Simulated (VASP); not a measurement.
# CuSi16 (a cell with a defect) in VASP: further runs

The runs below take CuSi16 (a cell with a defect) through single point, with PBE+D3(BJ).

All numbers are computed with VASP 6.6.1; they aren't measurements. Logs are shortened: lines on timing, memory, paths and dates and some standing lists are left out, and cuts for length are marked.

## Step 1: The cell of the first run

The cell holds a defect, 17 atoms: a = 7.679 Å, b = 7.679 Å, c = 7.679 Å, α = 60.00°, β = 60.00°, γ = 60.00°.

## Step 2: Single point, PBE+D3(BJ), collinear spin, zero start

Contents of INCAR:

```
SYSTEM = CuSi16
PREC = Accurate ; ENCUT = 520
EDIFF = 1E-6 ; ISMEAR = 0
SIGMA = 0.05 ; LREAL = .FALSE.
LASPH = .TRUE. ; NELM = 200
ALGO = Normal ; ISIF = 2
LWAVE = .FALSE. ; LCHARG = .TRUE.
ISPIN = 2 ; MAGMOM = 0 0 0 0 0 0 0 0 0 0 0 0 0 0 0 0 0
LORBIT = 11 ; LMAXMIX = 4
GGA = PE ; IVDW = 12
LELF = .TRUE. ; LVHAR = .TRUE.
NBANDS = 56 ; GGA_COMPAT = .FALSE.
```

Contents of KPOINTS:

```
regular mesh
0
G
  2 2 2
  0 0 0
```

Contents of POSCAR:

```
CuSi16
1.0
    0.0000000000      5.4300000000      5.4300000000
    5.4300000000      0.0000000000      5.4300000000
    5.4300000000      5.4300000000      0.0000000000
Si Cu
16 1
Direct
    0.0342094843     -0.0087501842     -0.0129046961
    0.1315257827      0.1293819521      0.1268618785
   -0.0050134438      0.0042917127      0.5001863720
    0.1315257827      0.1293825046      0.6118804788
   -0.0068852670      0.5026913444      0.0033036832
    0.1288552486      0.6164211786      0.1271872928
   -0.0068854512      0.5026911602      0.5005408840
    0.1085511050      0.6311724678      0.6299630755
    0.5049815838      0.0107979742      0.0053720074
    0.6582960405      0.1201982505      0.1105779926
    0.5049813996      0.0107979742      0.4784987109
    0.6220243094      0.1353790055      0.6211233886
    0.5019195212      0.4873412523      0.0051946593
    0.6199520258      0.6271220074      0.1314258748
    0.4818026703      0.5085713628      0.5046383978
    0.6199525783      0.6271220074      0.6211500000
    0.4695623389      0.8479465009      0.8410706262
```

Potentials or basis: VASP PAW PBE potentials, release 64 (Si, Cu).

Started as:

```console
$ cat potpaw_PBE.64/Si/POTCAR potpaw_PBE.64/Cu/POTCAR > POTCAR
$ mpirun -np 1 vasp_std > vasp.out
```

OUTCAR:

```text
SYSTEM = CuSi16
   PREC = Accurate
   ENCUT = 520
   EDIFF = 1E-6
   ISMEAR = 0
   LREAL = .FALSE.
   LASPH = .TRUE.
   NELM = 200
   ISIF = 2
   ISPIN = 2
   LORBIT = 11
   GGA = PE
   IVDW = 12
 IVDW          = 12

 ion  position               nearest neighbor table
   1  0.034  0.991  0.987-  10 2.36   6 2.36   4 2.36   2 2.36  17 2.73
   2  0.132  0.129  0.127-   9 2.34   3 2.34   5 2.34   1 2.36
   3  0.995  0.004  0.500-  12 2.34   8 2.34   4 2.34   2 2.34
   4  0.132  0.129  0.612-  11 2.34   3 2.34   7 2.34   1 2.36
   5  0.993  0.503  0.003-  14 2.34   8 2.34   6 2.34   2 2.34
   6  0.129  0.616  0.127-  13 2.34   7 2.34   5 2.34   1 2.36
   7  0.993  0.503  0.501-  16 2.34   8 2.34   6 2.34   4 2.34
   8  0.109  0.631  0.630-  15 2.34   3 2.34   7 2.34   5 2.34
   9  0.505  0.011  0.005-  10 2.32   2 2.34  17 2.34  14 2.41  12 2.41
  10  0.658  0.120  0.111-  13 2.31   9 2.32  11 2.32   1 2.36
  11  0.505  0.011  0.478-  10 2.32   4 2.34  17 2.34  16 2.41  12 2.41
  12  0.622  0.135  0.621-   3 2.34  15 2.34  11 2.41   9 2.41  17 2.44
  13  0.502  0.487  0.005-  10 2.31  17 2.34   6 2.34  14 2.41  16 2.41
  14  0.620  0.627  0.131-   5 2.34  15 2.34   9 2.41  13 2.41  17 2.45
  15  0.482  0.509  0.505-   8 2.34  16 2.34  14 2.34  12 2.34
  16  0.620  0.627  0.621-   7 2.34  15 2.34  11 2.41  13 2.41  17 2.45
  17  0.470  0.848  0.841-  13 2.34  11 2.34   9 2.34  12 2.44  14 2.45  16 2.45   1 2.73

  LATTYP: Found a face centered cubic cell.
 ALAT       =    10.8600000000

  Lattice vectors:

 A1 = (   0.0000000000,   5.4300000000,   5.4300000000)
 A2 = (   5.4300000000,   0.0000000000,   5.4300000000)
 A3 = (   5.4300000000,   5.4300000000,   0.0000000000)

Analysis of symmetry for initial positions (statically):
=====================================================================
 Subroutine PRICEL returns:
 Original cell was already a primitive cell.

 Routine SETGRP: Setting up the symmetry group for a
 face centered cubic supercell.

 Subroutine GETGRP returns: Found  2 space group operations
 (whereof  1 operations were pure point group operations)
 out of a pool of 48 trial point group operations.

The static configuration has the point symmetry C_1 .
 The point group associated with its full space group is C_1h.

Analysis of symmetry for dynamics (positions and initial velocities):
=====================================================================
 Subroutine PRICEL returns:
 Original cell was already a primitive cell.

 Routine SETGRP: Setting up the symmetry group for a
 face centered cubic supercell.

 Subroutine GETGRP returns: Found  2 space group operations
 (whereof  1 operations were pure point group operations)
 out of a pool of 48 trial point group operations.

The dynamic configuration has the point symmetry C_1 .
[... 176 lines left out ...]

 E-fermi :   6.9106     XC(G=0):  -9.6746

 val. band max:        6.8754330519   @ k =   0.5000   0.0000   0.0000
 cond. band min:       6.9328549269   @ k =   0.0000   0.0000   0.5000
 fundamental gap:      0.0574218750
 Fermi energy:         6.9105558460

 spin component 1

 k-point     1 :       0.0000    0.0000    0.0000
  band No.  band energies     occupation
      1      -5.9331      1.00000
      2      -3.5873      1.00000
      3      -3.5475      1.00000
      4      -3.5459      1.00000
      5      -3.4569      1.00000
      6      -1.9997      1.00000
[... 301 lines left out ...]
     48      10.4228      0.00000
     49      10.4292      0.00000
 Fermi energy:         6.9105558460

 spin component 2

 k-point     1 :       0.0000    0.0000    0.0000
  band No.  band energies     occupation
      1      -5.9332      1.00000
      2      -3.5873      1.00000
      3      -3.5476      1.00000
      4      -3.5459      1.00000
      5      -3.4570      1.00000
      6      -1.9999      1.00000
[... 301 lines left out ...]
     48      10.4227      0.00000
     49      10.4291      0.00000
 [bands above 49 left out]

------------------------ aborting loop because EDIFF is reached ----------------------------------------

 Edisp (eV)   -5.67218

 E8    (eV) :    -2.3528

  FORCE on cell =-STRESS in cart. coord.  units (eV):
  Direction    XX          YY          ZZ          XY          YZ          ZX
  --------------------------------------------------------------------------------------
  -------------------------------------------------------------------------------------
  Total       2.67487     2.67487     2.60007     0.50447    -0.58368     0.58368
  in kB      13.38391    13.38391    13.00964     2.52418    -2.92047     2.92047
  external pressure =       13.26 kB  Pullay stress =        0.00 kB

 VOLUME and BASIS-vectors are now :
 -----------------------------------------------------------------------------
  energy-cutoff  :      520.00
  volume of cell :      320.21
      direct lattice vectors                 reciprocal lattice vectors
     0.000000000  5.430000000  5.430000000    -0.092081031  0.092081031  0.092081031
     5.430000000  0.000000000  5.430000000     0.092081031 -0.092081031  0.092081031
     5.430000000  5.430000000  0.000000000     0.092081031  0.092081031 -0.092081031

 POSITION                                       TOTAL-FORCE (eV/Angst)
 -----------------------------------------------------------------------------------
     10.74241      5.54568      5.56824         0.004104     -0.004104     -0.009692
      1.39140      1.40305      1.41673         0.006670     -0.023672     -0.009223
      2.73932      8.11879      5.42608         0.003086     -0.003086      0.020626
      4.02506      4.03670      1.41673         0.023672     -0.006670     -0.009223
      2.74755      5.41055      8.12223         0.002822      0.011781      0.001769
      4.03779      1.39031      4.04685         0.019318     -0.019318      0.008131
[... 9 lines left out ...]
      6.77812      6.73919      6.77162        -0.017487      0.000859     -0.003974
      9.17136      7.11674      7.15407        -0.002280      0.002280      0.016740
 -----------------------------------------------------------------------------------
    total drift:                               -0.000410     -0.000478     -0.000081

  FREE ENERGIE OF THE ION-ELECTRON SYSTEM (eV)
  ---------------------------------------------------
  free  energy   TOTEN  =       -93.1502494839 eV

  energy  without entropy=      -93.1347091637  energy(sigma->0) =      -93.14247932

 total charge

# of ion       s       p       d       tot
------------------------------------------
    1        0.739   0.952   0.000   1.690
    2        0.743   0.950   0.000   1.692
    3        0.740   0.959   0.000   1.699
    4        0.743   0.950   0.000   1.692
    5        0.741   0.959   0.000   1.699
    6        0.743   0.951   0.000   1.693
[... 9 lines left out ...]
   16        0.733   0.950   0.000   1.683
   17        0.490   0.446   9.213  10.149
--------------------------------------------------
tot         12.336  15.702   9.213  37.251

 magnetization (x)

# of ion       s       p       d       tot
------------------------------------------
    1       -0.000  -0.000   0.000  -0.000
    2       -0.000  -0.000   0.000  -0.000
    3       -0.000  -0.000   0.000  -0.000
    4       -0.000  -0.000   0.000  -0.000
    5       -0.000  -0.000   0.000  -0.000
    6       -0.000  -0.000   0.000  -0.000
[... 9 lines left out ...]
   16       -0.000   0.000   0.000  -0.000
   17       -0.000  -0.000   0.000  -0.000
--------------------------------------------------
tot         -0.000  -0.000   0.000  -0.000
```

stdout:

```text
POSCAR found type information on POSCAR SiCu
 POSCAR found :  2 types and      17 ions
 scaLAPACK will be used
 -----------------------------------------------------------------------------
|                                                                             |
|                                                                             |
|     You have a (more or less) 'large supercell' and for larger cells it     |
|     might be more efficient to use real-space projection operators.         |
|     Therefore, try LREAL= Auto in the INCAR file.                           |
|     Mind: For very accurate calculation, you might also keep the            |
|     reciprocal projection scheme (i.e. LREAL=.FALSE.).                      |
|                                                                             |
 -----------------------------------------------------------------------------

 LDA part: xc-table for (Slater+PW92), standard interpolation
 POSCAR, INCAR and KPOINTS ok, starting setup
 FFT: planning ... GRIDC
 FFT: planning ... GRID_SOFT
 FFT: planning ... GRID
 WAVECAR not read
 entering main loop
```

Run time: 8.1 min. Hardware: 1 thread of Intel Xeon Platinum 8259CL at 2.50GHz (Skylake/Cascade Lake), shared host; peak memory 0.73 GiB.

Results:

| Property | Result |
| --- | --- |
| Free energy | -93.1502 eV |
| Pressure | 1.3 GPa |
| Largest force | 0.067 eV/Å |
| Net moment | 0.00 μB per cell |
| Valence electrons inside the program's atomic spheres | Si 1.69, 1.70, 1.71, 1.68 (each value once); Cu 10.15 |
| Dispersion energy per atom | -0.334 eV |

Forces in eV/Å, atoms in the order of the input:
```
Si   0.004 -0.004 -0.010
Si   0.007 -0.024 -0.009
Si   0.003 -0.003  0.021
Si   0.024 -0.007 -0.009
Si   0.003  0.012  0.002
Si   0.019 -0.019  0.008
Si  -0.012 -0.003  0.002
Si   0.014 -0.014 -0.009
Si   0.025  0.018  0.011
Si  -0.027  0.027 -0.004
Si  -0.018 -0.025  0.011
Si   0.013 -0.013  0.022
Si  -0.038  0.038 -0.040
Si  -0.001  0.017 -0.004
Si   0.004 -0.004 -0.003
Si  -0.017  0.001 -0.004
Cu  -0.002  0.002  0.017
```

Levels at points of the mesh, in eV from the Fermi level:
Spin up:
```tsv
k point	band 33	band 34	band 35	band 36	band 37	band 38	band 39	band 40	band 41	band 42
(0.00, 0.00, 0.00)	-1.60	-1.59	-1.14	-0.69	-0.54	-0.52	-0.25	0.02	0.03	0.14
(0.50, 0.00, 0.00)	-2.71	-1.45	-1.45	-1.10	-1.08	-0.04	0.45	0.82	0.84	0.96
(0.00, 0.50, 0.00)	-2.57	-1.46	-1.43	-1.42	-1.29	0.04	0.55	0.67	0.77	0.87
(0.00, 0.00, 0.50)	-2.57	-1.46	-1.43	-1.42	-1.30	0.02	0.57	0.66	0.77	0.87
(0.50, 0.50, 0.00)	-2.39	-2.04	-2.03	-1.98	-1.64	0.11	0.42	1.41	1.50	1.61
(0.00, 0.50, 0.50)	-2.39	-2.04	-2.03	-1.98	-1.64	0.12	0.42	1.41	1.50	1.61
```
Spin down:
```
           k point  band 35  band 36  band 37  band 38  band 39  band 40
(0.00, 0.00, 0.00)    -1.14    -0.69    -0.54    -0.52    -0.25     0.02
(0.50, 0.00, 0.00)    -1.45    -1.10    -1.08    -0.04     0.45     0.82
(0.00, 0.50, 0.00)    -1.43    -1.42    -1.29     0.04     0.55     0.67
(0.00, 0.00, 0.50)    -1.43    -1.42    -1.30     0.02     0.57     0.66
(0.50, 0.50, 0.00)    -2.03    -1.98    -1.64     0.11     0.42     1.41
(0.00, 0.50, 0.50)    -2.03    -1.98    -1.64     0.12     0.42     1.41
```

Caveat: the k points lie up to 0.50 Å⁻¹ apart; no moment was typed at the start, so none could form.

[end of part 1 of 2]
